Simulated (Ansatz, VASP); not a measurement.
# One calculation of HgTe, two programs

```
Hg Te
1.0
    -3.04560    3.04560    1.55941
     3.04560   -3.04560    1.55941
     3.04560    3.04560   -1.55941
Hg Te
1 1
Direct
  0.25000 0.75000 0.50000
  0.00000 0.00000 0.00000
```

Alike in both runs: task relaxation of cell and atoms; functional BLYP; dispersion D3(BJ); k mesh 6 × 6 × 6; occupations fermi-dirac, width 0.05 eV; no spin polarisation.

|  | VASP | Ansatz |
| --- | --- | --- |
| version | VASP 6.6.1 | Ansatz 0.2.0 |
| potentials or method | VASP PAW PBE potentials, release 64 (Hg, Te) | plane waves, PAW |
| plane-wave cutoff (eV) | 600 | 420 |
| valence electrons in the cell | 18 | 36 |

Ansatz gave:

```
relaxed volume (Å³/atom)                                     : 28.28
relaxed cell length with the largest relative difference (Å) : 4.411
```

Task: Which values does VASP return?

Result: Relaxed volume (Å³/atom): 28.50; relaxed cell length with the largest relative difference (Å): 4.423.

VASP's potentials were made for PBE, not for BLYP. VASP's potentials hold 18 valence electrons a cell and Ansatz's 36, so a difference there can come from the potentials and not from the codes.

The k mesh is coarse, so the values compare programs but aren't converged. Spin-orbit coupling is off throughout.
